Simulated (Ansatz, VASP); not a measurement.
**Al in VASP and in Ansatz**

```xyz
1
Lattice="-1.6310 1.6310 1.5912 1.6310 -1.6310 1.5912 1.6310 1.6310 -1.5912" Properties=species:S:1:pos:R:3 pbc="T T T"
Al    0.0000    0.0000    0.0000
```

Change from the starting cell: strain +0.025 along x and y, +0.000 along z, atoms carried along.

Alike in both runs: task single point; functional r2SCAN; k mesh 20 × 20 × 20; occupations gaussian, width 0.15 eV; no spin polarisation.

|  | VASP | Ansatz |
| --- | --- | --- |
| version | VASP 6.6.1 | Ansatz 0.2.0 |
| potentials or method | VASP PAW PBE potentials, release 64 (Al), cutoff 520 eV | scalar-relativistic, plane waves, PAW |
| valence electrons in the cell | 3 | 3 |

|  | VASP | Ansatz | Ansatz less VASP |
| --- | --- | --- | --- |
| gap on the k mesh at the Fermi level (eV) | none | none | - |
| pressure (GPa) | -3.6 | -3.3 | +0.27 |
| traceless stress, the component that is largest in VASP (GPa) | -0.78 | -0.78 | 0.000 |

VASP's potentials were made for PBE, not for r2SCAN. A gap of «none» marks a metal or a gap that the smearing closes. The functional is the same, so the differences come from potentials, cutoffs and numerics.
